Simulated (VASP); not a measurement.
# MgO (P3m1) in VASP: notebook, part 3 of 3

VASP 6.6.1. Earlier steps stand in the parts before.

### Step 5. Single point, LDA (the distance across one plane changed)

Input file INCAR:

```
SYSTEM = MgO
  ALGO = Normal
  EDIFF = 1E-6
  ENCUT = 520
  ISIF = 2
  ISMEAR = 0
  LASPH = .TRUE.
  LCHARG = .TRUE.
  LELF = .TRUE.
  LREAL = .FALSE.
  LVHAR = .TRUE.
  LWAVE = .FALSE.
  NBANDS = 36
  NELM = 60
  PREC = Accurate
  SIGMA = 0.05
```

Input file KPOINTS:

```
k-points
0
G
  9 9 2
  0 0 0
```

Input file POSCAR:

```
MgO
1.0
    2.1351500000     -2.1351500000      0.0000000000
    2.1351500000      0.0000000000     -2.1351500000
    8.9736127019      8.9736127019      8.9736127019
Mg O
6 6
Direct
    0.6666666667      0.6666666667      0.0396560834
    0.0000000000      0.0000000000      0.8327777505
    0.3333333333      0.3333333333      0.1982804168
    0.6666666667      0.6666666667      0.5155290837
    0.0000000000      0.0000000000      0.3569047502
    0.3333333333      0.3333333333      0.6741534171
    0.6666666667      0.6666666667      0.2775925835
    0.0000000000      0.0000000000      0.1189682501
    0.3333333333      0.3333333333      0.4362169169
    0.6666666667      0.6666666667      0.7534655838
    1.0000000000      1.0000000000      0.5948412504
    0.3333333333      0.3333333333      0.9120899172
```

Potentials or basis: VASP PAW LDA potentials, release 64 (Mg, O).

Command:

```console
$ cat potpaw_LDA.64/Mg/POTCAR potpaw_LDA.64/O/POTCAR > POTCAR
$ mpirun -np 1 vasp_std > vasp.out
```

OUTCAR:

```text
SYSTEM = MgO
   EDIFF = 1E-6
   ENCUT = 520
   ISIF = 2
   ISMEAR = 0
   LASPH = .TRUE.
   LREAL = .FALSE.
   NELM = 60
   PREC = Accurate

 ion  position               nearest neighbor table
   1  0.667  0.667  0.040-   8 2.14   8 2.14   8 2.14  12 2.64  12 2.64  12 2.64   3 3.02   3 3.02
                             3 3.02
   2  0.000  0.000  0.833-  10 2.14  12 2.14  10 2.14  10 2.14  12 2.14  12 2.14   6 3.02   6 3.02
                             6 3.02
   3  0.333  0.333  0.198-   7 2.14   7 2.14   8 2.14   8 2.14   8 2.14   7 2.14   5 3.02   1 3.02
                             1 3.02   5 3.02   5 3.02   1 3.02
   4  0.667  0.667  0.516-  11 2.14  11 2.14  11 2.14   9 2.14   9 2.14   9 2.14   6 3.02   6 3.02
                             6 3.02   5 3.02   5 3.02   5 3.02
[... 1171 lines left out ...]
      direct lattice vectors                 reciprocal lattice vectors
     2.135150000 -2.135150000  0.000000000     0.156117057 -0.312234113  0.156117057
     2.135150000  0.000000000 -2.135150000     0.156117057  0.156117057 -0.312234113
     8.973612702  8.973612702  8.973612702     0.037145946  0.037145946  0.037145946

 POSITION                                       TOTAL-FORCE (eV/Angst)
 -----------------------------------------------------------------------------------
      3.20273     -1.06757     -1.06757        -1.750039     -1.750039     -1.750039
      7.47302      7.47302      7.47302         1.007152      1.007152      1.007152
      3.20272      1.06758      1.06758         0.343245      0.343245      0.343245
      7.47303      3.20273      3.20273         0.337528      0.337528      0.337528
      3.20272      3.20272      3.20272         0.337302      0.337302      0.337302
      7.47302      5.33788      5.33788         0.336086      0.336086      0.336086
      5.33788      1.06757      1.06757        -0.335537     -0.335537     -0.335537
      1.06758      1.06758      1.06758        -0.305954     -0.305954     -0.305954
      5.33787      3.20272      3.20272        -0.336760     -0.336760     -0.336760
      9.60818      5.33787      5.33787        -0.358712     -0.358712     -0.358712
      5.33788      5.33788      5.33788        -0.338547     -0.338547     -0.338547
      9.60817      7.47302      7.47302         1.064236      1.064236      1.064236
 -----------------------------------------------------------------------------------
    total drift:                                0.001297      0.001297      0.001297

  FREE ENERGIE OF THE ION-ELECTRON SYSTEM (eV)
  ---------------------------------------------------
  free  energy   TOTEN  =       -78.0838940050 eV

  energy  without entropy=      -78.0838940050  energy(sigma->0) =      -78.08389400
```

stdout:

```text
POSCAR found type information on POSCAR MgO
 POSCAR found :  2 types and      12 ions
 scaLAPACK will be used
 LDA part: xc-table for (Slater(with rela. corr.)+CA(PZ))
 , standard interpolation
 POSCAR, INCAR and KPOINTS ok, starting setup
 FFT: planning ... GRIDC
 FFT: planning ... GRID_SOFT
 FFT: planning ... GRID
 WAVECAR not read
 entering main loop
```

Wall time 87 s (1 thread of Intel Xeon Platinum 8488C (Sapphire Rapids), shared host); peak memory 0.24 GiB.

Results:

| Item | Value |
| --- | --- |
| Free energy | -78.0839 eV |
| Pressure | -15.0 GPa |
| Largest force | 3.031 eV/Å |
| Band gap on the k mesh | 0.44 eV |

Forces on the atoms (eV/Å):
```
Mg  -1.750 -1.750 -1.750
Mg   1.007  1.007  1.007
Mg   0.343  0.343  0.343
Mg   0.338  0.338  0.338
Mg   0.337  0.337  0.337
Mg   0.336  0.336  0.336
O   -0.336 -0.336 -0.336
O   -0.306 -0.306 -0.306
O   -0.337 -0.337 -0.337
O   -0.359 -0.359 -0.359
O   -0.339 -0.339 -0.339
O    1.064  1.064  1.064
```

Levels at points of the mesh, in eV from the valence-band top:
| k point | band 22 | band 23 | band 24 | band 25 | band 26 | band 27 |
| --- | --- | --- | --- | --- | --- | --- |
| (0.00, 0.00, 0.00) | -1.67 | 0.00 | 0.00 | 0.44 | 2.27 | 3.07 |
| (0.00, 0.00, 0.50) | -1.67 | 0.00 | 0.00 | 0.56 | 2.02 | 3.48 |

Caveat: the cell differs from its parent crystal (the distance across one plane changed); the cell stands under tension; an odd mesh through Γ misses points on the zone boundary, where band edges can lie; forces of over 1 eV/Å act on the atoms, so gaps and moduli don't describe the material at rest.

### Step 6. Summary

| cell | gap on the mesh (eV) | pressure (GPa) | largest force (eV/Å) |
| --- | --- | --- | --- |
| a = 3.020, b = 3.020, c = 20.793 Å, angles 90.0, 90.0, 60.0°, 12 atoms | none | -8.8 | 1.31 |
| a = 3.020, b = 3.020, c = 14.493 Å, angles 90.0, 90.0, 60.0°, 12 atoms | 3.64 | -9.7 | 3.18 |
| a = 3.020, b = 3.020, c = 15.293 Å, angles 90.0, 90.0, 60.0°, 12 atoms | 1.72 | -15.2 | 2.75 |
| a = 3.020, b = 3.020, c = 15.543 Å, angles 90.0, 90.0, 60.0°, 12 atoms | 0.44 | -15.0 | 3.03 |

Alike in all rows: task single point; level LDA; potentials or basis VASP PAW LDA potentials, release 64 (Mg, O); no spin polarisation; k mesh 9 × 9 × 2; cutoff (eV) 520; smearing gaussian 0.05 eV.

Caveats: the cell stands under tension; forces of over 1 eV/Å act on the atoms, so gaps and moduli don't describe the material at rest; an odd mesh through Γ misses points on the zone boundary, where band edges can lie (at least some runs).

Total energies depend on the potentials used, so only differences within one code and one set of settings carry meaning.
